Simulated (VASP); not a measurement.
# ScGa2AsP2 (P6/mmm) in VASP: a series of runs

ScGa2AsP2 is run at these levels: PBE; tasks: relaxation of cell and atoms, single point.

Program: VASP 6.6.1. These are calculated values, not measurements. Logs are shortened: lines on timing, memory, paths and dates and some standing lists are left out, and cuts for length are marked.

## 1. The cell of the first run

It takes space group P6/mmm (No. 191, hexagonal). Conventional cell: a = 4.189 Å, b = 4.189 Å, c = 8.343 Å, α = 90.00°, β = 90.00°, γ = 120.00°. Sc (site symmetry 6/mmm) has 2 Ga at 2.16 Å and 6 P at 2.42 Å within 2.9 Å. Ga (site symmetry 6mm) has 1 As at 2.01 Å and 1 Sc at 2.16 Å within 2.7 Å. P (site symmetry -6m2) has 3 Sc at 2.42 Å and 3 P at 2.42 Å and 6 Ga at 3.24 Å within 3.3 Å. Within 2.7 Å of As (site symmetry 6/mmm) lie 2 Ga at 2.01 Å.

The cell was built from a structure type or drawn by symmetry, and may not be a known phase.

## 2. Relaxation of cell and atoms, PBE

INCAR reads:

```
SYSTEM = ScGa2AsP2
PREC = Accurate
ENCUT = 600
EDIFF = 1E-7
ISMEAR = 0
SIGMA = 0.1
LREAL = .False.
LASPH = .True.
NELM = 60
ALGO = Normal
ISIF = 3
LWAVE = .False.
LCHARG = .False.
GGA = PE
IBRION = 2
NSW = 90
EDIFFG = -0.04
```

KPOINTS reads:

```
Automatic mesh
0
Gamma
  6 6 2
  0 0 0
```

POSCAR reads:

```
ScGa2AsP2
1.0
    4.1887407000      0.0000000000      0.0000000000
   -2.0943703500      3.6275558600      0.0000000000
    0.0000000000      0.0000000000      8.3430498300
Sc Ga P As
1 2 2 1
Direct
    0.0000000000      0.0000000000      0.5000000000
    0.0000000000      0.0000000000      0.2414823400
    0.0000000000      0.0000000000      0.7585176600
    0.3333333300      0.6666666700      0.5000000000
    0.6666666700      0.3333333300      0.5000000000
    0.0000000000      0.0000000000      0.0000000000
```

Potentials or basis: VASP PAW PBE potentials, release 64 (Sc_sv, Ga_d, P, As).

Run with:

```bash
> cat potpaw_PBE.64/Sc_sv/POTCAR potpaw_PBE.64/Ga_d/POTCAR potpaw_PBE.64/P/POTCAR potpaw_PBE.64/As/POTCAR > POTCAR
> mpirun -np 1 vasp_std > vasp.out
```

OUTCAR:

```text
SYSTEM = ScGa2AsP2
   PREC = Accurate
   ENCUT = 600
   EDIFF = 1E-7
   ISMEAR = 0
   LREAL = .False.
   LASPH = .True.
   NELM = 60
   ISIF = 3
   GGA = PE
   IBRION = 2
   NSW = 90
   EDIFFG = -0.04

 ion  position               nearest neighbor table
   1  0.000  0.000  0.500-   2 2.16   3 2.16   4 2.42   5 2.42   5 2.42   4 2.42   5 2.42   4 2.42

   2  0.000  0.000  0.241-   6 2.01   1 2.16
   3  0.000  0.000  0.759-   6 2.01   1 2.16
   4  0.333  0.667  0.500-   1 2.42   5 2.42   5 2.42   1 2.42   1 2.42   5 2.42
   5  0.667  0.333  0.500-   1 2.42   4 2.42   4 2.42   1 2.42   1 2.42   4 2.42
   6  0.000  0.000  0.000-   2 2.01   3 2.01

  LATTYP: Found a hexagonal cell.
 ALAT       =     4.1887407000
 C/A-ratio  =     1.9917799710

  Lattice vectors:

 A1 = (   4.1887407000,   0.0000000000,   0.0000000000)
 A2 = (  -2.0943703500,   3.6275558600,   0.0000000000)
 A3 = (   0.0000000000,   0.0000000000,   8.3430498300)

Analysis of symmetry for initial positions (statically):
=====================================================================
 Subroutine PRICEL returns:
 Original cell was already a primitive cell.

 Routine SETGRP: Setting up the symmetry group for a
 hexagonal supercell.

 Subroutine GETGRP returns: Found 24 space group operations
 (whereof 24 operations were pure point group operations)
 out of a pool of 24 trial point group operations.

The static configuration has the point symmetry D_6h.

Analysis of symmetry for dynamics (positions and initial velocities):
=====================================================================
 Subroutine PRICEL returns:
 Original cell was already a primitive cell.

 Routine SETGRP: Setting up the symmetry group for a
 hexagonal supercell.

 Subroutine GETGRP returns: Found 24 space group operations
 (whereof 24 operations were pure point group operations)
 out of a pool of 24 trial point group operations.

The dynamic configuration has the point symmetry D_6h.

 Subroutine INISYM returns: Found 24 space group operations
 (whereof 24 operations are pure point group operations),
 and found     1 'primitive' translations

----------------------------------------------------------------------------------------

                                     Primitive cell

  volume of cell :     126.7717

  direct lattice vectors                    reciprocal lattice vectors
     4.188740700  0.000000000  0.000000000     0.238735236  0.137833853  0.000000000
    -2.094370350  3.627555860  0.000000000     0.000000000  0.275667705  0.000000000
     0.000000000  0.000000000  8.343049830     0.000000000  0.000000000  0.119860245

  length of vectors
     4.188740700  4.188740703  8.343049830     0.275667706  0.275667705  0.119860245

  position of ions in fractional coordinates (direct lattice)
     0.000000000  0.000000000  0.500000000
     0.000000000  0.000000000  0.241482340
     0.000000000  0.000000000  0.758517660
     0.333333330  0.666666670  0.500000000
     0.666666670  0.333333330  0.500000000
     0.000000000  0.000000000  0.000000000

  ion indices of the primitive-cell ions
   primitive index   ion index
                 1           1
                 2           2
                 3           3
                 4           4
                 5           5
                 6           6

----------------------------------------------------------------------------------------

 KPOINTS: Automatic mesh

Automatic generation of k-mesh.
 Grid dimensions read from file:
 generate k-points for:    6    6    2

 Generating k-lattice:

  Cartesian coordinates                     Fractional coordinates (reciprocal lattice)
     0.039789206  0.022972309  0.000000000     0.166666667 -0.000000000  0.000000000
     0.000000000  0.045944618  0.000000000     0.000000000  0.166666667  0.000000000
     0.000000000  0.000000000  0.059930123     0.000000000  0.000000000  0.500000000

  Length of vectors
     0.045944618  0.045944618  0.059930123

  Shift w.r.t. Gamma in fractional coordinates (k-lattice)
     0.000000000  0.000000000  0.000000000

 Subroutine IBZKPT returns following result:
 ===========================================

 Found     14 irreducible k-points:

 Following reciprocal coordinates:
            Coordinates               Weight
  0.000000  0.000000  0.000000      1.000000
  0.166667 -0.000000  0.000000      6.000000
  0.333333  0.000000  0.000000      6.000000
  0.500000  0.000000  0.000000      3.000000
  0.166667  0.166667  0.000000      6.000000
  0.333333  0.166667  0.000000     12.000000
  0.333333  0.333333  0.000000      2.000000
  0.000000  0.000000  0.500000      1.000000
  0.166667 -0.000000  0.500000      6.000000
  0.333333  0.000000  0.500000      6.000000
  0.500000  0.000000  0.500000      3.000000
  0.166667  0.166667  0.500000      6.000000
  0.333333  0.166667  0.500000     12.000000
  0.333333  0.333333  0.500000      2.000000
   k-points           NKPTS =     14   k-points in BZ     NKDIM =     14   number of bands    NBANDS=     31
   number of dos      NEDOS =    301   number of ions     NIONS =      6
   total plane-waves  NPLWV =  90720
   dimension x,y,z NGX =    36 NGY =   36 NGZ =   70
   dimension x,y,z NGXF=    72 NGYF=   72 NGZF=  140
   ions per type =               1   2   2   1
   NGX,Y,Z   is equivalent  to a cutoff of  14.29, 14.29, 13.95 a.u.
   NGXF,Y,Z  is equivalent  to a cutoff of  28.58, 28.58, 27.90 a.u.
 SYSTEM =  ScGa2AsP2
   PREC   = accura    normal or accurate (medium, high low for compatibility)
   ISTART =      0    job   : 0-new  1-cont  2-samecut
   ICHARG =      2    charge: 1-file 2-atom 10-const
   ISPIN  =      1    spin polarized calculation?
   LNONCOLLINEAR =      F non collinear calculations
   LSORBIT =      F    spin-orbit coupling
   LASPH  =      T    aspherical Exc in radial PAW
   ENCUT  =  600.0 eV  44.10 Ry    6.64 a.u.   8.37  8.37 16.66*2*pi/ulx,y,z
   NELM   =     60;   NELMIN=  2; NELMDL= -5     # of ELM steps
   EDIFF  = 0.1E-06   stopping-criterion for ELM
   LREAL  =      F    real-space projection
   EDIFFG = -.4E-01   stopping-criterion for IOM
   NSW    =     90    number of steps for IOM
   IBRION =      2    ionic relax: 0-MD 1-quasi-New 2-CG
   NFREE  =      1    steps in history (QN), initial steepest desc. (CG)
   ISIF   =      3    stress and relaxation
   ISYM   =      2    0-nonsym 1-usesym 2-fastsym
   POTIM  = 0.5000    time-step for ionic-motion
   TEBEG  =    0.0;   TEEND  =   0.0 temperature during run
   PSTRESS=    0.0 pullay stress
   NELECT =      52.0000    total number of electrons
   NUPDOWN=      -1.0000    fix difference up-down
   EMIN   =  10.00;   EMAX   =-10.00  energy-range for DOS
   EFERMI =   0.00;   METHOD = LEGACY
   ISMEAR =     0;   SIGMA  =   0.10  broadening in eV -4-tet -1-fermi 0-gaus
   EFERMI_NEDOS =   21; number of points for ismear=-14 and -15
   IALGO  =     38    algorithm
   IMIX   =      4    mixing-type and parameters
     AMIX     =   0.40;   BMIX     =  1.00
     AMIX_MAG =   1.60;   BMIX_MAG =  1.00
  volume/ion in A,a.u.               =      21.13       142.58
  Fermi-wavevector in a.u.,A,eV,Ry     =   1.216378  2.298621 20.130838  1.479575
  Thomas-Fermi vector in A             =   2.351734
   LORBIT       =      0    0 simple, 1 ext, 2 COOP (PROOUT), +10 PAW based schemes
   GGA     = PE    functional components
   LHFCALC =     F    Hartree Fock is set to
   AEXX    =    0.0000 exact exchange contribution
   IVDW    =     0    specifies the selected vdW correction
   LEPSILON=     F    determine dielectric tensor
   LRPA    =     F    only Hartree local field effects (RPA)
 conjugate gradient relaxation of ions
 non-spin polarized calculation
 Gauss-broadening in eV      SIGMA  =   0.10
  energy-cutoff  :      600.00
  volume of cell :      126.77
 maximum number of plane-waves:      4287
 NGX is ok and might be reduce to    36
   NGX = 17   NGY = 17   NGZ = 33

--------------------------------------- Ionic step        1  -------------------------------------------

 number of electron      52.0000006 magnetization

 Free energy of the ion-electron system (eV)
  ---------------------------------------------------
  ext. energy  EPLUGINS =         0.00000000
  ---------------------------------------------------
  free energy    TOTEN  =       -19.62372319 eV

  energy without entropy =      -19.60053150  energy(sigma->0) =      -19.61212734

 E-fermi :   4.1109     XC(G=0):  -9.5456

 val. band max:        4.0446957042   @ k =   0.5000   0.0000   0.0000
 cond. band min:       4.1190058567   @ k =   0.5000   0.0000   0.0000
 fundamental gap:      0.0743101525
 Fermi energy:         4.1108814860

 k-point     1 :       0.0000    0.0000    0.0000
  band No.  band energies     occupation
      1     -43.1756      2.00000
      2     -22.4919      2.00000
      3     -22.0940      2.00000
      4     -22.0940      2.00000
      5     -11.4663      2.00000
      6     -11.1362      2.00000
[... 578 lines left out ...]
  FREE ENERGIE OF THE ION-ELECTRON SYSTEM (eV)
  ---------------------------------------------------
  free  energy   TOTEN  =       -24.9333111556 eV

  energy  without entropy=      -24.9063036608  energy(sigma->0) =      -24.91980741

[... ionic steps 4 to 8 ...]

--------------------------------------- Ionic step        9  -------------------------------------------

 number of electron      51.9999983 magnetization

------------------------ aborting loop because EDIFF is reached ----------------------------------------

  FORCE on cell =-STRESS in cart. coord.  units (eV):
  Direction    XX          YY          ZZ          XY          YZ          ZX
  --------------------------------------------------------------------------------------
  -------------------------------------------------------------------------------------
  Total       -0.3458182     -0.3458182      0.4184615      0.0000000      0.0000000     -0.0000000
  in kB       -2.9443763     -2.9443763      3.5628783      0.0000000      0.0000000     -0.0000000
  external PRESSURE =      -0.7752914 kB  Pullay stress =       0.0000000 kB
[... 65 lines left out ...]
  energy  without entropy=      -25.1147437654  energy(sigma->0) =      -25.12980111

--------------------------------------- Ionic step       11  -------------------------------------------

 number of electron      51.9999986 magnetization

 Free energy of the ion-electron system (eV)
  ---------------------------------------------------
  ext. energy  EPLUGINS =         0.00000000
  ---------------------------------------------------
  free energy    TOTEN  =       -25.14766584 eV

  energy without entropy =      -25.11727338  energy(sigma->0) =      -25.13246961

 E-fermi :   1.4911     XC(G=0):  -7.9724

 val. band max:        1.4862963037   @ k =   0.1667  -0.0000   0.0000
 cond. band min:       1.5244901536   @ k =   0.1667  -0.0000   0.0000
 fundamental gap:      0.0381938499
 Fermi energy:         1.4911020854

 k-point     1 :       0.0000    0.0000    0.0000
  band No.  band energies     occupation
      1     -47.3885      2.00000
      2     -26.1454      2.00000
      3     -26.0589      2.00000
      4     -26.0589      2.00000
      5     -13.3353      2.00000
      6     -13.3037      2.00000
[... 498 lines left out ...]
  FREE ENERGIE OF THE ION-ELECTRON SYSTEM (eV)
  ---------------------------------------------------
  free  energy   TOTEN  =       -25.1476658377 eV

  energy  without entropy=      -25.1172733787  energy(sigma->0) =      -25.13246961

 reached required accuracy - stopping structural energy minimisation
```

It took 6.2 min on 1 thread of Intel Xeon 6975P-C (Granite Rapids), shared host; peak memory 0.35 GiB.

What came out:

```
Free energy                           : -25.1477 eV
Relaxed volume                        : 31.30 Å³/atom
Relaxed cell                          : a = 4.588 Å, b = 4.588 Å, c = 10.303 Å, α = 90.00°, β = 90.00°, γ = 120.00°
Space group after relaxing (to 0.1 Å) : P6/mmm (No. 191)
Energy gained by relaxing             : 920.7 meV/atom
Ionic steps                           : 11
Pressure after relaxing               : 0.0 GPa
Largest force after relaxing          : 0.017 eV/Å
Band gap on the k mesh                : zero (bands 26 and 27 overlap by 1.23 eV)
```

Forces in eV/Å, atoms in the order of the input:
```
Sc   0.000  0.000  0.000
Ga   0.000  0.000 -0.017
Ga   0.000  0.000  0.017
P    0.000  0.000  0.000
P    0.000  0.000  0.000
As   0.000  0.000  0.000
```

The path:
```tsv
step	energy change (eV)	largest force (eV/Å)	pressure (GPa)	volume (Å³)
1	0.0000	0.3466	32.46	126.77
2	-4.6226	0.9636	-3.37	218.48
3	-5.3096	1.0394	1.81	177.66
4	-5.3178	1.0408	0.92	181.81
5	-5.3182	1.0407	1.22	180.36
6	-5.4752	0.6614	-0.08	187.09
7	-5.4963	0.4205	-0.67	191.08
8	-5.4964	0.4425	-0.63	190.73
9	-5.5193	0.1424	-0.08	188.18
10	-5.5211	0.0236	0.14	187.26
11	-5.5239	0.0165	0.04	187.80
```

Final structure:
```cif
data_structure
_symmetry_space_group_name_H-M 'P 1'
_symmetry_Int_Tables_number 1
_cell_length_a 4.5877
_cell_length_b 4.5877
_cell_length_c 10.3031
_cell_angle_alpha 90.000
_cell_angle_beta 90.000
_cell_angle_gamma 120.000
_cell_volume 187.80
loop_
_atom_site_label
_atom_site_type_symbol
_atom_site_fract_x
_atom_site_fract_y
_atom_site_fract_z
_atom_site_occupancy
Sc1 Sc 0.00000 0.00000 0.50000 1
Ga1 Ga 0.00000 0.00000 0.22902 1
Ga2 Ga 0.00000 0.00000 0.77098 1
P1 P 0.33333 0.66667 0.50000 1
P2 P 0.66667 0.33333 0.50000 1
As1 As 0.00000 0.00000 0.00000 1
```

Levels at points of the mesh, in eV from the Fermi level:
```tsv
k point	band 23	band 24	band 25	band 26	band 27	band 28	band 29	band 30
(0.00, 0.00, 0.00)	0.09	0.09	0.37	0.54	0.54	1.52	1.53	1.53
(0.50, 0.00, 0.00)	-1.52	-1.48	-0.08	0.08	0.30	0.97	1.55	1.97
(0.00, 0.00, 0.50)	-1.66	0.24	0.24	0.28	0.28	1.52	1.78	1.78
(0.50, 0.00, 0.50)	-1.22	-1.17	-0.36	-0.18	0.08	0.61	1.30	2.41
```

Caveat: the k points lie up to 0.30 Å⁻¹ apart in the final cell, too coarse for converged energies and pressures of a metal; the volume moved by over 15 % at a fixed basis, so the end points are rough.

## 3. Single point, PBE

This run uses another cell than the first one, of 31.57 Å³/atom.

INCAR reads:

```
ALGO = Normal ; EDIFF = 1E-7
ENCUT = 520 ; GGA = PE
ISIF = 2 ; ISMEAR = 0
LASPH = True ; LCHARG = True
LELF = True ; LREAL = False
LVHAR = True ; LWAVE = False
NBANDS = 35 ; NELM = 80
PREC = Accurate ; SIGMA = 0.1
```

KPOINTS reads:

```
k-points
0
Gamma
  12 12 4
```

POSCAR reads:

```
ScGa2AsP2
1.0
    4.5935774452      0.0000000000      0.0000000000
   -2.2967887226      3.9781547618      0.0000000000
    0.0000000000      0.0000000000     10.3657936914
Sc Ga P As
1 2 2 1
Direct
    0.0000000000      0.0000000000      0.5000000000
    0.0000000000      0.0000000000      0.2286982659
    0.0000000000      0.0000000000      0.7713017341
    0.3333333333      0.6666666667      0.5000000000
    0.6666666667      0.3333333333      0.5000000000
    0.0000000000      0.0000000000      0.0000000000
```

Potentials or basis: VASP PAW PBE potentials, release 64 (Sc_sv, Ga_d, P, As).

Run with:

```bash
> cat potpaw_PBE.64/Sc_sv/POTCAR potpaw_PBE.64/Ga_d/POTCAR potpaw_PBE.64/P/POTCAR potpaw_PBE.64/As/POTCAR > POTCAR
> mpirun -np 1 vasp_std > vasp.out
```

Wall time 3.2 min (1 thread of Intel Xeon 6975P-C (Granite Rapids), shared host); peak memory 0.58 GiB.

Results (log left out):

```yaml
Free_energy: -25.1652 eV
Pressure: 0.1 GPa
Largest_force: 0.021 eV/Å
Band_gap_on_the_k_mesh: zero (bands 26 and 27 overlap by 1.20 eV)
```

Forces on the atoms (eV/Å):
```
Sc   0.000  0.000  0.000
Ga   0.000  0.000  0.021
Ga   0.000  0.000 -0.021
P    0.000  0.000  0.000
P    0.000  0.000  0.000
As   0.000  0.000  0.000
```

Stress tensor (GPa, compression positive):
```
0.04 0.00 0.00
0.00 0.04 0.00
0.00 0.00 0.12
```

Levels at points of the mesh, in eV from the Fermi level:
```csv
k point,band 23,band 24,band 25,band 26,band 27,band 28,band 29,band 30
"(0.00, 0.00, 0.00)",0.11,0.11,0.36,0.55,0.55,1.54,1.58,1.58
"(0.50, 0.00, 0.00)",-1.49,-1.48,-0.09,0.13,0.31,1.02,1.52,1.96
"(0.00, 0.00, 0.50)",-1.67,0.25,0.25,0.32,0.32,1.54,1.82,1.82
"(0.50, 0.00, 0.50)",-1.23,-1.13,-0.35,-0.17,0.13,0.62,1.34,2.44
```

## 4. Single point, PBE, collinear spin

This run uses another cell than the first one, of 31.34 Å³/atom.

INCAR reads:

```
  ALGO = Normal
  EDIFF = 1E-6
  ENCUT = 520
  GGA = PE
  ISIF = 2
  ISMEAR = 0
  ISPIN = 2
  LASPH = T
  LCHARG = T
  LELF = T
  LMAXMIX = 4
  LORBIT = 11
  LREAL = F
  LVHAR = T
  LWAVE = F
  MAGMOM = 1 0 0 0 0 0
  NBANDS = 39
  NELM = 150
  PREC = Accurate
  SIGMA = 0.1
```

KPOINTS reads:

```
k-points
0
Gamma
  6 6 2
```

POSCAR reads:

```
ScGa2AsP2
1.0
    4.5881364787      0.0000000000      0.0000000000
   -2.2940682394      3.9734427466      0.0000000000
    0.0000000000      0.0000000000     10.3146469319
Sc Ga P As
1 2 2 1
Direct
    0.0000000000      0.0000000000      0.5000000000
    0.0000000000      0.0000000000      0.2286065716
    0.0000000000      0.0000000000      0.7713934284
    0.3333333333      0.6666666667      0.5000000000
    0.6666666667      0.3333333333      0.5000000000
    0.0000000000      0.0000000000      0.0000000000
```

Run with:

```bash
> cat potpaw_PBE.64/Sc_sv/POTCAR potpaw_PBE.64/Ga_d/POTCAR potpaw_PBE.64/P/POTCAR potpaw_PBE.64/As/POTCAR > POTCAR
> mpirun -np 1 vasp_std > vasp.out
```

Wall time 2.7 min (1 thread of Intel Xeon 6975P-C (Granite Rapids), shared host); peak memory 0.5 GiB.

The run converged. Its results:

| Item | Value |
| --- | --- |
| Free energy | -25.1593 eV |
| Pressure | 0.1 GPa |
| Largest force | 0.020 eV/Å |
| Band gap on the k mesh | zero (filled and empty bands overlap) |
| Net moment | 0.00 μB per cell |
| Valence electrons inside the program's atomic spheres | Sc 9.57; Ga 11.50; P 2.42; As 2.73 |

Forces in eV/Å, atoms in the order of the input:
```
Sc   0.000  0.000  0.000
Ga   0.000  0.000  0.020
Ga   0.000  0.000 -0.020
P    0.000  0.000  0.000
P    0.000  0.000  0.000
As   0.000  0.000  0.000
```

Stress tensor (GPa, compression positive):
```
0.02 0.00 0.00
0.00 0.02 0.00
0.00 0.00 0.13
```

Levels at points of the mesh, in eV from the Fermi level:
Spin up:
| k point | band 22 | band 23 | band 24 | band 25 | band 26 | band 27 | band 28 | band 29 | band 30 | band 31 |
| --- | --- | --- | --- | --- | --- | --- | --- | --- | --- | --- |
| (0.00, 0.00, 0.00) | -3.29 | 0.09 | 0.09 | 0.37 | 0.53 | 0.53 | 1.52 | 1.54 | 1.54 | 1.69 |
| (0.50, 0.00, 0.00) | -2.42 | -1.52 | -1.48 | -0.08 | 0.08 | 0.30 | 0.97 | 1.54 | 1.97 | 2.07 |
| (0.00, 0.00, 0.50) | -1.70 | -1.66 | 0.24 | 0.24 | 0.28 | 0.28 | 1.52 | 1.78 | 1.78 | 3.54 |
| (0.50, 0.00, 0.50) | -2.79 | -1.22 | -1.16 | -0.36 | -0.18 | 0.08 | 0.62 | 1.31 | 2.41 | 2.70 |
Spin down:
```
           k point  band 24  band 25  band 26  band 27  band 28  band 29
(0.00, 0.00, 0.00)     0.09     0.37     0.53     0.53     1.52     1.54
(0.50, 0.00, 0.00)    -1.48    -0.09     0.08     0.30     0.97     1.54
(0.00, 0.00, 0.50)     0.24     0.24     0.28     0.28     1.52     1.78
(0.50, 0.00, 0.50)    -1.16    -0.36    -0.18     0.08     0.61     1.31
```

## 5. Summary

```tsv
task	spin	cell	k mesh	cutoff (eV)	gap on the mesh (eV)	pressure (GPa)	largest force (eV/Å)
relaxation of cell and atoms	off	relaxed from a = 4.189, b = 4.189, c = 8.343 Å, angles 90.0, 90.0, 120.0°, 6 atoms, atomic positions A	6 × 6 × 2	600	none	0.0	0.02
single point	off	a = 4.594, b = 4.594, c = 10.366 Å, angles 90.0, 90.0, 120.0°, 6 atoms, atomic positions B	12 × 12 × 4	520	none	0.1	0.02
single point	collinear	a = 4.588, b = 4.588, c = 10.315 Å, angles 90.0, 90.0, 120.0°, 6 atoms, atomic positions B	6 × 6 × 2	520	none	0.1	0.02
```

Alike in all rows: level PBE; potentials or basis VASP PAW PBE potentials, release 64 (Sc_sv, Ga_d, P, As); smearing gaussian 0.1 eV.

Caveats: some runs use coarse meshes; the volume moved by over 15 % at a fixed basis, so the end points are rough (at least some runs).

Total energies depend on the potentials used, so only differences within one code and one set of settings carry meaning.
